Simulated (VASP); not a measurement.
# LiF (Fm-3m) in VASP: further runs, part 2 of 2

VASP 6.6.1. The steps go on from the part before.

## Step 4: Dielectric tensor, r2SCAN

This run uses another cell than the first one, of 7.94 Å³/atom, 0.987 times its volume.

The input, INCAR:

```
SYSTEM = LiF
PREC     = Accurate       ! precision mode
ENCUT    = 520            ! plane-wave cutoff, eV
EDIFF    = 1E-8           ! SCF threshold, eV
ISMEAR   = 0              ! smearing method
SIGMA    = 0.01           ! smearing width, eV
LREAL    = .False.        ! projectors in reciprocal space
LASPH    = .True.         ! aspherical terms in the spheres
NELM     = 100            ! most SCF steps
ALGO     = Normal         ! electronic algorithm
ISIF     = 2              ! what is computed and relaxed
LWAVE    = .False.        ! write WAVECAR
LCHARG   = .False.        ! write CHGCAR
METAGGA  = R2SCAN         ! meta-GGA
LMIXTAU  = .True.       
LCALCEPS = .True.
```

The input, KPOINTS:

```
regular mesh
0
Gamma
  10 10 10
  0 0 0
```

The input, POSCAR:

```
LiF
1.0
    0.0000000000      1.9951010462      1.9951010462
    1.9951010462      0.0000000000      1.9951010462
    1.9951010462      1.9951010462      0.0000000000
Li F
1 1
Direct
    0.0000000000      0.0000000000      0.0000000000
    0.5000000000      0.5000000000      0.5000000000
```

Potentials or basis: VASP PAW PBE potentials, release 64 (Li_sv, F).

On the command line:

```sh
$ cat potpaw_PBE.64/Li_sv/POTCAR potpaw_PBE.64/F/POTCAR > POTCAR
$ mpirun -np 1 vasp_std > vasp.out
```

OUTCAR:

```text
SYSTEM = LiF
   PREC = Accurate
   ENCUT = 520
   EDIFF = 1E-8
   ISMEAR = 0
   LREAL = .False.
   LASPH = .True.
   NELM = 100
   ISIF = 2
   METAGGA = R2SCAN

 ion  position               nearest neighbor table
   1  0.000  0.000  0.000-   2 2.00   2 2.00   2 2.00   2 2.00   2 2.00   2 2.00
   2  0.500  0.500  0.500-   1 2.00   1 2.00   1 2.00   1 2.00   1 2.00   1 2.00

  LATTYP: Found a face centered cubic cell.
 ALAT       =     3.9902020924

  Lattice vectors:

 A1 = (   0.0000000000,   1.9951010462,   1.9951010462)
 A2 = (   1.9951010462,   0.0000000000,   1.9951010462)
 A3 = (   1.9951010462,   1.9951010462,   0.0000000000)

Analysis of symmetry for initial positions (statically):
=====================================================================
 Subroutine PRICEL returns:
 Original cell was already a primitive cell.

 Routine SETGRP: Setting up the symmetry group for a
 face centered cubic supercell.

[... 489 lines left out ...]
  z     0.00000     0.00000     0.00000     0.00000     0.00000     0.00000

 PIEZOELECTRIC TENSOR (including local field effects) (C/m^2)
          XX          YY          ZZ          XY          YZ          ZX
  --------------------------------------------------------------------------------
  x     0.00000     0.00000     0.00000     0.00000     0.00000     0.00000
  y     0.00000     0.00000     0.00000     0.00000     0.00000     0.00000
  z     0.00000     0.00000     0.00000     0.00000     0.00000     0.00000

 BORN EFFECTIVE CHARGES (including local field effects) (in |e|, cummulative output)
 ---------------------------------------------------------------------------------
 ion    1
    1     1.06157     0.00000    -0.00000
    2     0.00000     1.06157    -0.00000
    3     0.00000     0.00000     1.06157
 ion    2
    1    -1.06157    -0.00000    -0.00000
    2    -0.00000    -1.06157    -0.00000
    3     0.00000     0.00000    -1.06157

  FORCE on cell =-STRESS in cart. coord.  units (eV):
  Direction    XX          YY          ZZ          XY          YZ          ZX
  --------------------------------------------------------------------------------------
  -------------------------------------------------------------------------------------
  Total       -0.0787213     -0.0787213     -0.0787213     -0.0000000      0.0000000     -0.0000000
  in kB       -7.9410584     -7.9410584     -7.9410584     -0.0000000      0.0000000     -0.0000000
  external PRESSURE =      -7.9410584 kB  Pullay stress =       0.0000000 kB

 VOLUME and BASIS-vectors are now :
 -----------------------------------------------------------------------------
  energy-cutoff  :      520.00
  volume of cell :       15.88
      direct lattice vectors                 reciprocal lattice vectors
     0.000000000  1.995101046  1.995101046    -0.250613873  0.250613873  0.250613873
     1.995101046  0.000000000  1.995101046     0.250613873 -0.250613873  0.250613873
     1.995101046  1.995101046  0.000000000     0.250613873  0.250613873 -0.250613873

 POSITION                                       TOTAL-FORCE (eV/Angst)
 -----------------------------------------------------------------------------------
      0.00000      0.00000      0.00000         0.000000      0.000000     -0.000000
      1.99510      1.99510      1.99510        -0.000000     -0.000000      0.000000
 -----------------------------------------------------------------------------------
    total drift:                               -0.000000     -0.000000      0.000000

  FREE ENERGIE OF THE ION-ELECTRON SYSTEM (eV)
  ---------------------------------------------------
  free  energy   TOTEN  =       -11.9031732136 eV

  energy  without entropy=      -11.9031732136  energy(sigma->0) =      -11.90317321
```

stdout:

```text
POSCAR found type information on POSCAR LiF
 POSCAR found :  2 types and       2 ions
 scaLAPACK will be used
 -----------------------------------------------------------------------------
[... 86 lines left out ...]
 p_tot=( -0.140E+02 -0.140E+02 -0.140E+02 )
dp_tot=(  0.860E-07  0.880E-07  0.823E-03 )  diag[e(oo)]=(    ---      ---    1.93799 )
 p_tot=( -0.140E+02 -0.140E+02 -0.140E+02 )
dp_tot=(  0.876E-07  0.898E-07  0.852E-03 )  diag[e(oo)]=(    ---      ---    1.97102 )
 p_tot=( -0.140E+02 -0.140E+02 -0.140E+02 )
dp_tot=(  0.891E-07  0.916E-07  0.870E-03 )  diag[e(oo)]=(    ---      ---    1.99106 )
 final diagonalization full
 p_tot=( -0.140E+02 -0.140E+02 -0.140E+02 )
dp_tot=(  0.900E-07  0.926E-07  0.873E-03 )  diag[e(oo)]=(    ---      ---    1.99426 )
```

Wall time 23 min (1 thread of AMD EPYC 9R45 (Zen 5), shared host); peak memory 0.28 GiB.

Results:

```yaml
Band_gap_on_the_k_mesh: 10.55 eV, direct
Electronic_dielectric_tensor_diagonal: 1.99
Born_charges_mean_of_the_diagonal: Li +1.06; F -1.06 e
```

Electronic dielectric tensor:
```
1.99 0.00 0.00
0.00 1.99 0.00
0.00 0.00 1.99
```

Born effective charge tensors (e):
atom 1, Li
```
1.06 0.00 0.00
0.00 1.06 0.00
0.00 0.00 1.06
```
atom 2, F
```
-1.06  0.00  0.00
 0.00 -1.06  0.00
 0.00  0.00 -1.06
```

Dipole moments of the cell (e·Å, modulo the quantum): ionic -13.966, -13.966, -13.966; electronic 0.000, 0.000, 0.001

Caveat: the cutoff is under 1.25 times the usual one of these potentials, so pressure, stress and relaxed cells hold a basis-set (Pulay) error; the PAW data sets were made with another functional, which shifts forces and pressure a little. A k mesh can miss the band edges.

## Step 5: The runs side by side

| task | level | cell | gap on the mesh (eV) |
| --- | --- | --- | --- |
| vibrations by perturbation theory | PBEsol | a = 2.834 Å, angles 60.0°, 2 atoms | - |
| dielectric tensor | PBE | a = 2.821 Å, angles 60.0°, 2 atoms | 9.35 |
| dielectric tensor | r2SCAN | a = 2.821 Å, angles 60.0°, 2 atoms | 10.55 |

Alike in all rows: potentials or basis VASP PAW PBE potentials, release 64 (Li_sv, F); no spin polarisation; k mesh 10 × 10 × 10; cutoff (eV) 520; smearing gaussian 0.01 eV.

Caveats: the cutoff is under 1.25 times the usual one of these potentials, so pressure, stress and relaxed cells hold a basis-set (Pulay) error; the PAW data sets were made with another functional, which shifts forces and pressure a little (some runs).

Absolute energies hang on the potentials; compare differences alone.
